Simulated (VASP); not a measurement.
# Ge in VASP: a series of runs, part 2 of 2

VASP 6.6.1.

### 3 Single point, PBE

This run uses another cell than the first one: it holds 1 atom, not 4.

File INCAR:

```
  PREC = Accurate
  ENCUT = 520
  EDIFF = 1E-6
  ISMEAR = 0
  SIGMA = 0.1
  LREAL = False
  LASPH = True
  NELM = 60
  ALGO = Normal
  ISIF = 2
  LWAVE = False
  LCHARG = False
  GGA = PE
  NBANDS = 13
```

File KPOINTS:

```
Automatic mesh
0
Gamma
  20 20 20
```

File POSCAR:

```
Ge
1.0
    2.7109458118      0.0000000000      0.0000000000
    0.0000000000      2.7109458118      0.0000000000
    0.0000000000      0.0000000000      2.7108582616
Ge
1
Direct
    0.5000000000      0.5000000000      0.5000000000
```

Potentials or basis: VASP PAW PBE potentials, release 64 (Ge_d).

Command:

```bash
$ cat potpaw_PBE.64/Ge_d/POTCAR > POTCAR
$ mpirun -np 1 vasp_std > vasp.out
```

OUTCAR:

```text
PREC = Accurate
   ENCUT = 520
   EDIFF = 1E-6
   ISMEAR = 0
   LREAL = False
   LASPH = True
   NELM = 60
   ISIF = 2
   GGA = PE

 ion  position               nearest neighbor table
   1  0.500  0.500  0.500-

  LATTYP: Found a simple tetragonal cell.
 ALAT       =     2.7109458118
 C/A-ratio  =     0.9999677049

  Lattice vectors:

 A1 = (   2.7109458118,   0.0000000000,   0.0000000000)
 A2 = (   0.0000000000,   2.7109458118,   0.0000000000)
 A3 = (   0.0000000000,   0.0000000000,   2.7108582616)

Analysis of symmetry for initial positions (statically):
=====================================================================
 Subroutine PRICEL returns:
 Original cell was already a primitive cell.

 Routine SETGRP: Setting up the symmetry group for a
 simple tetragonal supercell.

 Subroutine GETGRP returns: Found 16 space group operations
 (whereof 16 operations were pure point group operations)
 out of a pool of 16 trial point group operations.

The static configuration has the point symmetry D_4h.

Analysis of symmetry for dynamics (positions and initial velocities):
=====================================================================
 Subroutine PRICEL returns:
 Original cell was already a primitive cell.

 Routine SETGRP: Setting up the symmetry group for a
 simple tetragonal supercell.

 Subroutine GETGRP returns: Found 16 space group operations
 (whereof 16 operations were pure point group operations)
 out of a pool of 16 trial point group operations.

The dynamic configuration has the point symmetry D_4h.

 Subroutine INISYM returns: Found 16 space group operations
 (whereof 16 operations are pure point group operations),
 and found     1 'primitive' translations

----------------------------------------------------------------------------------------

                                     Primitive cell

  volume of cell :      19.9227
[... 107 lines left out ...]
     AMIX_MAG =   1.60;   BMIX_MAG =  1.00
  volume/ion in A,a.u.               =      19.92       134.45
  Fermi-wavevector in a.u.,A,eV,Ry     =   1.455464  2.750427 28.822232  2.118374
  Thomas-Fermi vector in A             =   2.572495
   LORBIT       =      0    0 simple, 1 ext, 2 COOP (PROOUT), +10 PAW based schemes
   GGA     = PE    functional components
   LHFCALC =     F    Hartree Fock is set to
   AEXX    =    0.0000 exact exchange contribution
   IVDW    =     0    specifies the selected vdW correction
   LEPSILON=     F    determine dielectric tensor
   LRPA    =     F    only Hartree local field effects (RPA)
 non-spin polarized calculation
 Gauss-broadening in eV      SIGMA  =   0.10
  energy-cutoff  :      520.00
  volume of cell :       19.92
 maximum number of plane-waves:       554
   NGX = 11   NGY = 11   NGZ = 11

 number of electron      13.9999969 magnetization

 Free energy of the ion-electron system (eV)
  ---------------------------------------------------
  ext. energy  EPLUGINS =         0.00000000
  ---------------------------------------------------
  free energy    TOTEN  =        -4.27095739 eV

  energy without entropy =       -4.26845516  energy(sigma->0) =       -4.26970627

 E-fermi :   5.8955     XC(G=0): -10.9081

 val. band max:        5.8815434691   @ k =   0.3000   0.2000   0.3000
 cond. band min:       5.9180934603   @ k =   0.4500   0.4000   0.4500
 fundamental gap:      0.0365499912
 Fermi energy:         5.8955456090

 k-point     1 :       0.0000    0.0000    0.0000
  band No.  band energies     occupation
      1     -18.7587      2.00000
      2     -18.7587      2.00000
      3     -18.5159      2.00000
      4     -18.5158      2.00000
      5     -18.5158      2.00000
      6      -6.8158      2.00000
      7      12.4956      0.00000
      8      12.4956      0.00000
      9      12.4969      0.00000
     10      15.9316      0.00000
     11      15.9322      0.00000
     12      18.3401      0.00000
     13      34.5086      0.00000
[... 354 lines left out ...]
  band No.  band energies     occupation
      1     -18.7414      2.00000
      2     -18.6857      2.00000
      3     -18.5449      2.00000
      4     -18.5372      2.00000
      5     -18.5200      2.00000
      6      -5.8443      2.00000
      7       7.1024      0.00000
      8      10.9423      0.00000
      9      13.4104      0.00000
     10      17.4679      0.00000
     11      20.0383      0.00000
     12      23.3214      0.00000
     13      25.3781      0.00000

 [... further k-points ...]
[... 5 lines left out ...]
  --------------------------------------------------------------------------------------
  -------------------------------------------------------------------------------------
  Total       -0.0052407     -0.0052407     -0.0048258      0.0000000      0.0000000     -0.0000000
  in kB       -0.4214562     -0.4214562     -0.3880860      0.0000000      0.0000000     -0.0000000
  external PRESSURE =      -0.4103328 kB  Pullay stress =       0.0000000 kB

 VOLUME and BASIS-vectors are now :
 -----------------------------------------------------------------------------
  energy-cutoff  :      520.00
  volume of cell :       19.92
      direct lattice vectors                 reciprocal lattice vectors
     2.710945812  0.000000000  0.000000000     0.368874950  0.000000000  0.000000000
     0.000000000  2.710945812  0.000000000     0.000000000  0.368874950  0.000000000
     0.000000000  0.000000000  2.710858262     0.000000000  0.000000000  0.368886863

 POSITION                                       TOTAL-FORCE (eV/Angst)
 -----------------------------------------------------------------------------------
      1.35547      1.35547      1.35543         0.000000      0.000000      0.000000
 -----------------------------------------------------------------------------------
    total drift:                               -0.000000      0.000000      0.000000

  FREE ENERGIE OF THE ION-ELECTRON SYSTEM (eV)
  ---------------------------------------------------
  free  energy   TOTEN  =        -4.2709573871 eV

  energy  without entropy=       -4.2684551551  energy(sigma->0) =       -4.26970627
```

OSZICAR:

```text
N       E                     dE             d eps       ncg     rms          rms(c)
DAV:   1     0.653213031178E+02    0.65321E+02   -0.72823E+03 20246   0.295E+03
DAV:   2     0.159183763115E+01   -0.63729E+02   -0.60560E+02 20036   0.411E+02
DAV:   3    -0.418806341584E+01   -0.57799E+01   -0.57496E+01 21511   0.734E+01
DAV:   4    -0.427395264998E+01   -0.85889E-01   -0.85869E-01 21609   0.964E+00
DAV:   5    -0.427484902917E+01   -0.89638E-03   -0.89637E-03 21866   0.111E+00    0.137E+00
DAV:   6    -0.427146784192E+01    0.33812E-02   -0.60698E-03 23616   0.173E+00    0.786E-01
DAV:   7    -0.427095788334E+01    0.50996E-03   -0.44195E-03 22986   0.123E+00    0.775E-02
DAV:   8    -0.427096012032E+01   -0.22370E-05   -0.67901E-04 22701   0.596E-01    0.329E-02
DAV:   9    -0.427095749812E+01    0.26222E-05   -0.24176E-05 23527   0.984E-02    0.462E-03
DAV:  10    -0.427095738706E+01    0.11107E-06   -0.59832E-07 14908   0.860E-03
   1 F= -.42709574E+01 E0= -.42697063E+01  d E =-.250223E-02
```

It took 40 s on 1 thread of AMD EPYC 9R45 (Zen 5), shared host; peak memory 0.24 GiB.

What came out:

- Free energy: -4.2710 eV
- Pressure: 0.0 GPa
- Band gap on the k mesh: zero (band 7 reaches 12.50 eV, above the bottom of band 8 at 3.39 eV)

Levels at points of the mesh, in eV from the Fermi level:
```csv
k point,band 5,band 6,band 7,band 8,band 9,band 10
"(0.00, 0.00, 0.00)",-24.41,-12.71,6.60,6.60,6.60,10.04
"(0.50, 0.00, 0.00)",-24.41,-9.00,-5.55,9.45,9.45,13.24
"(0.50, 0.50, 0.00)",-24.34,-5.07,-2.50,-2.50,3.21,12.23
"(0.00, 0.00, 0.50)",-24.41,-9.00,-5.55,9.45,9.45,13.24
"(0.50, 0.00, 0.50)",-24.34,-5.07,-2.50,-2.50,3.21,12.23
"(0.50, 0.50, 0.50)",-24.33,-0.54,0.35,0.35,0.35,6.91
```

### 4 Single point, PBE

This run uses another cell than the first one: it holds 1 atom, not 4.

File INCAR:

```
ALGO = Normal
EDIFF = 1E-7
ENCUT = 520
GGA = PE
ISIF = 2
ISMEAR = 0
LASPH = True
LCHARG = False
LREAL = False
LWAVE = False
NBANDS = 13
NELM = 80
PREC = Accurate
SIGMA = 0.1
```

File KPOINTS:

```
k-points
0
Gamma
  20 20 20
```

File POSCAR:

```
Ge
1.0
    2.7117382157      0.0000000000      0.0000000000
    0.0000000000      2.7117382157      0.0000000000
    0.0000000000      0.0000000000      2.7106049392
Ge
1
Direct
    0.5000000000      0.5000000000      0.5000000000
```

Potentials or basis: VASP PAW PBE potentials, release 64 (Ge_d).

Command:

```bash
$ cat potpaw_PBE.64/Ge_d/POTCAR > POTCAR
$ mpirun -np 1 vasp_std > vasp.out
```

OUTCAR:

```text
EDIFF = 1E-7
   ENCUT = 520
   GGA = PE
   ISIF = 2
   ISMEAR = 0
   LASPH = True
   LREAL = False
   NELM = 80
   PREC = Accurate

 ion  position               nearest neighbor table
   1  0.500  0.500  0.500-

  LATTYP: Found a simple tetragonal cell.
 ALAT       =     2.7117382157
 C/A-ratio  =     0.9995820848

  Lattice vectors:

 A1 = (   2.7117382157,   0.0000000000,   0.0000000000)
 A2 = (   0.0000000000,   2.7117382157,   0.0000000000)
 A3 = (   0.0000000000,   0.0000000000,   2.7106049392)

Analysis of symmetry for initial positions (statically):
=====================================================================
 Subroutine PRICEL returns:
 Original cell was already a primitive cell.

 Routine SETGRP: Setting up the symmetry group for a
 simple tetragonal supercell.

 Subroutine GETGRP returns: Found 16 space group operations
 (whereof 16 operations were pure point group operations)
 out of a pool of 16 trial point group operations.

The static configuration has the point symmetry D_4h.

Analysis of symmetry for dynamics (positions and initial velocities):
[... 161 lines left out ...]
 fundamental gap:      0.0322164116
 Fermi energy:         5.8904628881

 k-point     1 :       0.0000    0.0000    0.0000
  band No.  band energies     occupation
      1     -18.7635      2.00000
      2     -18.7632      2.00000
      3     -18.5210      2.00000
      4     -18.5208      2.00000
      5     -18.5208      2.00000
      6      -6.8169      2.00000
      7      12.4830      0.00000
      8      12.4830      0.00000
      9      12.4988      0.00000
     10      15.9209      0.00000
     11      15.9290      0.00000
     12      18.3305      0.00000
     13      34.4924      0.00000
[... 354 lines left out ...]
  band No.  band energies     occupation
      1     -18.7462      2.00000
      2     -18.6904      2.00000
      3     -18.5499      2.00000
      4     -18.5421      2.00000
      5     -18.5250      2.00000
      6      -5.8463      2.00000
      7       7.0942      0.00000
      8      10.9311      0.00000
      9      13.4113      0.00000
     10      17.4680      0.00000
     11      20.0241      0.00000
     12      23.3042      0.00000
     13      25.3621      0.00000

 [... further k-points ...]
[... 5 lines left out ...]
  --------------------------------------------------------------------------------------
  -------------------------------------------------------------------------------------
  Total        0.0002442      0.0002442      0.0055715      0.0000000      0.0000000     -0.0000000
  in kB        0.0196276      0.0196276      0.4478416      0.0000000      0.0000000     -0.0000000
  external PRESSURE =       0.1623656 kB  Pullay stress =       0.0000000 kB

 VOLUME and BASIS-vectors are now :
 -----------------------------------------------------------------------------
  energy-cutoff  :      520.00
  volume of cell :       19.93
      direct lattice vectors                 reciprocal lattice vectors
     2.711738216  0.000000000  0.000000000     0.368767160  0.000000000  0.000000000
     0.000000000  2.711738216  0.000000000     0.000000000  0.368767160  0.000000000
     0.000000000  0.000000000  2.710604939     0.000000000  0.000000000  0.368921338

 POSITION                                       TOTAL-FORCE (eV/Angst)
 -----------------------------------------------------------------------------------
      1.35587      1.35587      1.35530         0.000000      0.000000      0.000000
 -----------------------------------------------------------------------------------
    total drift:                               -0.000000      0.000000      0.000000

  FREE ENERGIE OF THE ION-ELECTRON SYSTEM (eV)
  ---------------------------------------------------
  free  energy   TOTEN  =        -4.2709614833 eV

  energy  without entropy=       -4.2684569170  energy(sigma->0) =       -4.26970920
```

Wall time 47 s (1 thread of AMD EPYC 9R45 (Zen 5), shared host); peak memory 0.23 GiB.

Results:

* Free energy: -4.2710 eV
* Pressure: 0.0 GPa
* Band gap on the k mesh: zero (band 7 reaches 12.48 eV, above the bottom of band 8 at 3.39 eV)

### 5 Overview

| cell | k mesh | smearing | gap on the mesh (eV) | pressure (GPa) |
| --- | --- | --- | --- | --- |
| a = 2.711, b = 5.422, c = 5.422 Å, 4 atoms | 8 × 4 × 4 | gaussian 0.2 eV | none | 1.0 |
| a = 2.711 Å, 1 atom | 20 × 20 × 20 | gaussian 0.1 eV | none | 0.0 |
| a = 2.712, b = 2.712, c = 2.711 Å, 1 atom | 20 × 20 × 20 | gaussian 0.1 eV | none | 0.0 |

Alike in all rows: task single point; level PBE; potentials or basis VASP PAW PBE potentials, release 64 (Ge_d); no spin polarisation; cutoff (eV) 520.

Absolute energies hang on the potentials; compare differences alone.
